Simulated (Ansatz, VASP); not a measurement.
TaSb: VASP beside Ansatz

POSCAR

```
TaSb
1.0
    0.0000000000      3.1331289727      3.1331289727
    3.1331289727      0.0000000000      3.1331289727
    3.1331289727      3.1331289727      0.0000000000
Ta Sb
1 1
Direct
    0.0000000000      0.0000000000      0.0000000000
    0.2500000000      0.2500000000      0.2500000000
```

INCAR.step1

```
ALGO     = Normal         # electronic algorithm
EDIFF    = 1E-4           # SCF threshold, eV
ENCUT    = 520            # plane-wave cutoff, eV
GGA      = PE             # functional
ISMEAR   = 0              # smearing method
LASPH    = T              # aspherical terms in the spheres
LCHARG   = F              # write CHGCAR
LREAL    = F              # projectors in reciprocal space
LWAVE    = T              # write WAVECAR
NBANDS   = 15             # bands
NELM     = 60             # most SCF steps
PREC     = Accurate       # precision mode
SIGMA    = 0.05           # smearing width, eV
```

Contents of INCAR.step2:

```
ALGO     = Normal         # electronic algorithm
EDIFF    = 1E-7           # SCF threshold, eV
ENCUT    = 520            # plane-wave cutoff, eV
ISIF     = 2              # what is computed and relaxed
ISMEAR   = 0              # smearing method
ISTART   = 1            
LASPH    = T              # aspherical terms in the spheres
LCHARG   = F              # write CHGCAR
LMIXTAU  = T            
LREAL    = F              # projectors in reciprocal space
LWAVE    = F              # write WAVECAR
METAGGA  = R2SCAN         # meta-GGA
NBANDS   = 15             # bands
NELM     = 60             # most SCF steps
PREC     = Accurate       # precision mode
SIGMA    = 0.05           # smearing width, eV
```

The input KPOINTS:

```
k-points
0
Gamma
  10 10 10
```

Input for Ansatz:

```yaml
crystal:
  lattice:
    - [0.0, 3.1331289727, 3.1331289727]
    - [3.1331289727, 0.0, 3.1331289727]
    - [3.1331289727, 3.1331289727, 0.0]
  atoms:
    - { symbol: Ta, position: [0.0, 0.0, 0.0] }
    - { symbol: Sb, position: [0.25, 0.25, 0.25] }
basis:
  ecutwfc: 500
  ecutrho_ratio: 4
kpoints:
  mp_grid: { grid: [10, 10, 10] }
hamiltonian:
  xc: r2scan
scf:
  occupations: { method: gaussian, width: 0.05 }
output:
  forces: true
  stress: true
  eigenvalues: true
```

Alike in both runs: task single point; functional r2SCAN; k mesh 10 × 10 × 10; occupations gaussian, width 0.05 eV; no spin polarisation.

|  | VASP | Ansatz |
| --- | --- | --- |
| version | VASP 6.6.1 | Ansatz 0.2.0 |
| potentials or method | VASP PAW PBE potentials, release 64 (Ta_pv, Sb), cutoff 520 eV | scalar-relativistic, plane waves, PAW |
| valence electrons in the cell | 16 | 28 |

VASP gave:

* gap on the k mesh at the Fermi level (eV): none
* pressure (GPa): -0.5

Q: Which values does Ansatz return?

A: gap on the k mesh at the Fermi level (eV): none; pressure (GPa): -0.7.

VASP's potentials were made for PBE, not for r2SCAN. A gap of «none» marks a metal or a gap that the smearing closes. With one functional, cell and mesh, what is left measures potentials, basis and numerics. VASP's potentials hold 16 valence electrons a cell and Ansatz's 28, so a difference there can come from the potentials and not from the codes.

Neither program's run includes spin-orbit coupling.
